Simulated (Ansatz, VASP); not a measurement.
# Two plane-wave programs on Si2As2O

File INCAR:

```
SYSTEM = Si2As2O
ALGO = Normal ; EDIFF = 1E-7
ENCUT = 520 ; GGA = PE
ISIF = 2 ; ISMEAR = 0
LASPH = .TRUE. ; LCHARG = .FALSE.
LREAL = .FALSE. ; LWAVE = .FALSE.
NBANDS = 20 ; NELM = 60
PREC = Accurate ; SIGMA = 0.1
```

File KPOINTS:

```
k-points
0
G
  6 6 4
  0 0 0
```

The input POSCAR:

```
Si2As2O
1.0
    4.2464408400      0.0000000000      0.0000000000
   -2.1232204200      3.6775256500      0.0000000000
    0.0000000000      0.0000000000      6.2441367000
Si As O
2 2 1
Direct
    0.3333333300      0.6666666700      0.5000000000
    0.6666666700      0.3333333300      0.5000000000
    0.3333333300      0.6666666700      0.0000000000
    0.6666666700      0.3333333300      0.0000000000
    0.0000000000      0.0000000000      0.5000000000
```

Input for Ansatz:

```yaml
crystal:
  lattice:
    - [4.24644084, 0.0, 0.0]
    - [-2.12322042, 3.67752565, 0.0]
    - [0.0, 0.0, 6.2441367]
  atoms:
    - { symbol: Si, position: [0.33333333, 0.66666667, 0.5] }
    - { symbol: Si, position: [0.66666667, 0.33333333, 0.5] }
    - { symbol: As, position: [0.33333333, 0.66666667, 0.0] }
    - { symbol: As, position: [0.66666667, 0.33333333, 0.0] }
    - { symbol: O, position: [0.0, 0.0, 0.5] }
basis:
  ecutwfc: 420
kpoints:
  mp_grid: { grid: [6, 6, 4] }
hamiltonian:
  xc: pbe
scf:
  occupations: { method: gaussian, width: 0.1 }
  lower_state_search: "off"
output:
  forces: true
  stress: true
  eigenvalues: true
```

Alike in both runs: task single point; functional PBE; k mesh 6 × 6 × 4; occupations gaussian, width 0.1 eV; no spin polarisation.

|  | VASP | Ansatz |
| --- | --- | --- |
| version | VASP 6.6.1 | Ansatz 0.2.0 |
| potentials or method | VASP PAW PBE potentials, release 64 (Si, As, O), cutoff 520 eV | scalar-relativistic, plane waves, PAW |
| valence electrons in the cell | 24 | 44 |

Ansatz gave:

```
gap on the k mesh at the Fermi level (eV)                     : none
pressure (GPa)                                                : -2.3
traceless stress, the component that is largest in VASP (GPa) : -9.44
```

What did VASP give for the same quantities?

gap on the k mesh at the Fermi level (eV): none; pressure (GPa): -2.2; traceless stress, the component that is largest in VASP (GPa): -9.55.

A gap of «none» marks a metal or a gap that the smearing closes. VASP's potentials hold 24 valence electrons a cell and Ansatz's 44, so a difference there can come from the potentials and not from the codes.
